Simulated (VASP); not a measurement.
# Hf (Pm-3m) in VASP: single point with PBE

Aim: the single point of Hf with PBE.

All numbers are computed with VASP 6.6.1; they aren't measurements. Logs are shortened: lines on timing, memory, paths and dates and some standing lists are left out, and cuts for length are marked.

## (1) The cell of the first run

Symmetry: Pm-3m, No. 221, cubic system. The conventional cell has a = 3.974 Å, b = 3.974 Å, c = 3.974 Å, α = 90.00°, β = 90.00°, γ = 90.00°. Within 5.2 Å of Hf (site symmetry m-3m) lie 6 Hf at 3.97 Å.

## (2) Single point, PBE

Input file INCAR:

```
PREC = Accurate
ENCUT = 500
EDIFF = 1E-6
ISMEAR = -1
SIGMA = 0.15
LREAL = F
LASPH = T
NELM = 120
ALGO = Normal
ISIF = 2
LWAVE = F
LCHARG = F
GGA = PE
NBANDS = 11
GGA_COMPAT = F
```

Input file KPOINTS:

```
regular mesh
0
Gamma
  6 6 6
```

Input file POSCAR:

```
Hf
1.0
    3.9735610000      0.0000000000      0.0000000000
    0.0000000000      3.9735610000      0.0000000000
    0.0000000000      0.0000000000      3.9735610000
Hf
1
Direct
    0.0000000000      0.0000000000      0.0000000000
```

Potentials or basis: VASP PAW PBE potentials, release 64 (Hf_pv).

The run is started by

```sh
$ cat potpaw_PBE.64/Hf_pv/POTCAR > POTCAR
$ mpirun -np 1 vasp_std > vasp.out
```

OUTCAR:

```text
PREC = Accurate
   ENCUT = 500
   EDIFF = 1E-6
   ISMEAR = -1
   LREAL = F
   LASPH = T
   NELM = 120
   ISIF = 2
   GGA = PE

 ion  position               nearest neighbor table
   1  0.000  0.000  0.000-

  LATTYP: Found a simple cubic cell.
 ALAT       =     3.9735610000

  Lattice vectors:

 A1 = (   3.9735610000,   0.0000000000,   0.0000000000)
 A2 = (   0.0000000000,   3.9735610000,   0.0000000000)
 A3 = (   0.0000000000,   0.0000000000,   3.9735610000)

Analysis of symmetry for initial positions (statically):
=====================================================================
 Subroutine PRICEL returns:
 Original cell was already a primitive cell.

 Routine SETGRP: Setting up the symmetry group for a
 simple cubic supercell.

 Subroutine GETGRP returns: Found 48 space group operations
 (whereof 48 operations were pure point group operations)
 out of a pool of 48 trial point group operations.

The static configuration has the point symmetry O_h .

Analysis of symmetry for dynamics (positions and initial velocities):
=====================================================================
 Subroutine PRICEL returns:
 Original cell was already a primitive cell.

 Routine SETGRP: Setting up the symmetry group for a
 simple cubic supercell.

 Subroutine GETGRP returns: Found 48 space group operations
 (whereof 48 operations were pure point group operations)
 out of a pool of 48 trial point group operations.

The dynamic configuration has the point symmetry O_h .

 Subroutine INISYM returns: Found 48 space group operations
 (whereof 48 operations are pure point group operations),
 and found     1 'primitive' translations

----------------------------------------------------------------------------------------

                                     Primitive cell

  volume of cell :      62.7393

  direct lattice vectors                    reciprocal lattice vectors
     3.973561000  0.000000000  0.000000000     0.251663432  0.000000000  0.000000000
     0.000000000  3.973561000  0.000000000     0.000000000  0.251663432  0.000000000
     0.000000000  0.000000000  3.973561000     0.000000000  0.000000000  0.251663432

  length of vectors
     3.973561000  3.973561000  3.973561000     0.251663432  0.251663432  0.251663432

  position of ions in fractional coordinates (direct lattice)
     0.000000000  0.000000000  0.000000000

  ion indices of the primitive-cell ions
   primitive index   ion index
                 1           1

[... 65 lines left out ...]
   NELM   =    120;   NELMIN=  2; NELMDL= -5     # of ELM steps
   EDIFF  = 0.1E-05   stopping-criterion for ELM
   LREAL  =      F    real-space projection
[... 7 lines left out ...]
   TEBEG  =    0.0;   TEEND  =   0.0 temperature during run
   PSTRESS=    0.0 pullay stress
   NELECT =      10.0000    total number of electrons
   NUPDOWN=      -1.0000    fix difference up-down
   EMIN   =  10.00;   EMAX   =-10.00  energy-range for DOS
   EFERMI =   0.00;   METHOD = LEGACY
   ISMEAR =    -1;   SIGMA  =   0.15  broadening in eV -4-tet -1-fermi 0-gaus
   EFERMI_NEDOS =   21; number of points for ismear=-14 and -15
   IALGO  =     38    algorithm
   IMIX   =      4    mixing-type and parameters
     AMIX     =   0.40;   BMIX     =  1.00
     AMIX_MAG =   1.60;   BMIX_MAG =  1.00
  volume/ion in A,a.u.               =      62.74       423.39
  Fermi-wavevector in a.u.,A,eV,Ry     =   0.887622  1.677363 10.719671  0.787874
  Thomas-Fermi vector in A             =   2.008945
   LORBIT       =      0    0 simple, 1 ext, 2 COOP (PROOUT), +10 PAW based schemes
   GGA     = PE    functional components
   LHFCALC =     F    Hartree Fock is set to
   AEXX    =    0.0000 exact exchange contribution
   IVDW    =     0    specifies the selected vdW correction
   LEPSILON=     F    determine dielectric tensor
   LRPA    =     F    only Hartree local field effects (RPA)
 non-spin polarized calculation
  energy-cutoff  :      500.00
  volume of cell :       62.74
 maximum number of plane-waves:      1622
 NGX is ok and might be reduce to    30
   NGX = 15   NGY = 15   NGZ = 15

 number of electron      10.0000000 magnetization

 number of electron       9.9999996 magnetization

 Free energy of the ion-electron system (eV)
  ---------------------------------------------------
  ext. energy  EPLUGINS =         0.00000000
  ---------------------------------------------------
  free energy    TOTEN  =        -6.03618852 eV

  energy without entropy =       -5.74338217  energy(sigma->0) =       -5.88978534

 E-fermi :  -0.2331     XC(G=0):  -7.2239

 val. band max:       -0.2392748023   @ k =   0.5000   0.1667   0.0000
 cond. band min:      -0.1885573024   @ k =   0.3333   0.1667   0.0000
 fundamental gap:      0.0507175000
 Fermi energy:        -0.2331082953

 k-point     1 :       0.0000    0.0000    0.0000
  band No.  band energies     occupation
      1     -32.7156      2.00000
      2     -32.7156      2.00000
      3     -32.7156      2.00000
      4      -4.2584      2.00000
      5      -0.6539      1.88591
      6      -0.6539      1.88591
      7       1.6688      0.00001
      8       1.6688      0.00001
      9       1.6688      0.00001
     10       6.3107      0.00000
     11       6.3107      0.00000
[... 253 lines left out ...]
 k-point    20 :       0.5000    0.5000    0.5000
  band No.  band energies     occupation
      1     -32.7407      2.00000
      2     -32.7407      2.00000
      3     -32.7407      2.00000
      4      -0.3312      1.31574
      5      -0.3312      1.31574
      6      -0.3312      1.31574
      7       2.2479      0.00000
      8       2.2479      0.00000
      9       2.9994      0.00000
     10       3.1733      0.00000
     11       3.1733      0.00000

------------------------ aborting loop because EDIFF is reached ----------------------------------------

  FORCE on cell =-STRESS in cart. coord.  units (eV):
  Direction    XX          YY          ZZ          XY          YZ          ZX
  --------------------------------------------------------------------------------------
  -------------------------------------------------------------------------------------
  Total       -4.2135040     -4.2135040     -4.2135040     -0.0000000     -0.0000000      0.0000000
  in kB     -107.6005132   -107.6005132   -107.6005132     -0.0000000     -0.0000000      0.0000000
  external PRESSURE =    -107.6005132 kB  Pullay stress =       0.0000000 kB

 VOLUME and BASIS-vectors are now :
 -----------------------------------------------------------------------------
  energy-cutoff  :      500.00
  volume of cell :       62.74
      direct lattice vectors                 reciprocal lattice vectors
     3.973561000  0.000000000  0.000000000     0.251663432  0.000000000  0.000000000
     0.000000000  3.973561000  0.000000000     0.000000000  0.251663432  0.000000000
     0.000000000  0.000000000  3.973561000     0.000000000  0.000000000  0.251663432

 POSITION                                       TOTAL-FORCE (eV/Angst)
 -----------------------------------------------------------------------------------
      0.00000      0.00000      0.00000         0.000000      0.000000      0.000000
 -----------------------------------------------------------------------------------
    total drift:                               -0.000000      0.000000     -0.000000

  FREE ENERGIE OF THE ION-ELECTRON SYSTEM (eV)
  ---------------------------------------------------
  free  energy   TOTEN  =        -6.0361885168 eV

  energy  without entropy=       -5.7433821666  energy(sigma->0) =       -5.88978534
```

stdout:

```text
POSCAR found type information on POSCAR Hf
 POSCAR found :  1 types and       1 ions
 scaLAPACK will be used
 LDA part: xc-table for (Slater+PW92), standard interpolation
 POSCAR, INCAR and KPOINTS ok, starting setup
 FFT: planning ... GRIDC
 FFT: planning ... GRID_SOFT
 FFT: planning ... GRID
 WAVECAR not read
 entering main loop
```

Wall time 15 s (1 thread of AMD EPYC 7R13, shared host); peak memory 0.14 GiB.

Results:

```
Free energy            : -6.0362 eV
Pressure               : -10.8 GPa
Band gap on the k mesh : zero (band 5 reaches 0.06 eV, above the bottom of band 6 at -0.65 eV)
```

Levels at points of the mesh, in eV from the Fermi level:
| k point | band 2 | band 3 | band 4 | band 5 | band 6 | band 7 | band 8 | band 9 |
| --- | --- | --- | --- | --- | --- | --- | --- | --- |
| (0.00, 0.00, 0.00) | -32.48 | -32.48 | -4.03 | -0.42 | -0.42 | 1.90 | 1.90 | 1.90 |
| (0.50, 0.00, 0.00) | -32.48 | -32.48 | -2.48 | -0.17 | -0.15 | 1.11 | 1.11 | 1.98 |
| (0.50, 0.50, 0.00) | -32.51 | -32.48 | -1.02 | -0.54 | 1.26 | 1.26 | 1.61 | 1.61 |
| (0.50, 0.50, 0.50) | -32.51 | -32.51 | -0.10 | -0.10 | -0.10 | 2.48 | 2.48 | 3.23 |

Caveat: spin-orbit coupling is left out, which moves the levels of the heavy elements.
